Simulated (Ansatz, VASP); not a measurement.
# Y in VASP and in Ansatz

```xyz
1
Lattice="0.0000 2.4850 2.4850 2.4850 0.0000 2.4850 2.4850 2.4850 0.0000" Properties=species:S:1:pos:R:3 pbc="T T T"
Y     0.0000    0.0000    0.0000
```

Alike in both runs: task single point; functional PBE; k mesh 6 × 6 × 6; occupations gaussian, width 0.1 eV; no spin polarisation.

|  | VASP | Ansatz |
| --- | --- | --- |
| version | VASP 6.6.1 | Ansatz 0.2.0 |
| potentials or method | VASP PAW PBE potentials, release 64 (Y_sv), cutoff 520 eV | scalar-relativistic, plane waves, PAW |
| valence electrons in the cell | 11 | 11 |

|  | VASP | Ansatz | Ansatz less VASP |
| --- | --- | --- | --- |
| gap on the k mesh at the Fermi level (eV) | none | none | - |
| pressure (GPa) | 2.2 | 2.3 | +0.14 |

A gap of «none» marks a metal or a gap that the smearing closes.

The k mesh is coarse, so the values compare programs but aren't converged.
